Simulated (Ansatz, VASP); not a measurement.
# Be2As: VASP beside Ansatz

```
Be As
1.0
     1.77750    1.02624    2.92455
    -1.77750    1.02624    2.92455
     0.00000   -2.05248    2.92455
Be As
2 1
Direct
  0.24876 0.24876 0.24876
  0.75124 0.75124 0.75124
  0.00000 0.00000 0.00000
```

Alike in both runs: task single point; functional PBE; k mesh 6 × 6 × 6; occupations gaussian, width 0.1 eV; no spin polarisation.

|  | VASP | Ansatz |
| --- | --- | --- |
| version | VASP 6.6.1 | Ansatz 0.2.0 |
| potentials or method | VASP PAW PBE potentials, release 64 (Be, As), cutoff 520 eV | scalar-relativistic, plane waves, PAW |
| valence electrons in the cell | 9 | 19 |

|  | VASP | Ansatz | Ansatz less VASP |
| --- | --- | --- | --- |
| gap on the k mesh at the Fermi level (eV) | none | none | - |
| rms of the force components (eV/Å) | 0.013 | 0.013 | -0.0003 |

Atom by atom the forces differ by 0.000 eV/Å (rms over components). A gap of «none» marks a metal or a gap that the smearing closes. The functional is the same, so the differences come from potentials, cutoffs and numerics. VASP's potentials hold 9 valence electrons a cell and Ansatz's 19, so a difference there can come from the potentials and not from the codes.

The k mesh is coarse, so the values compare programs but aren't converged.
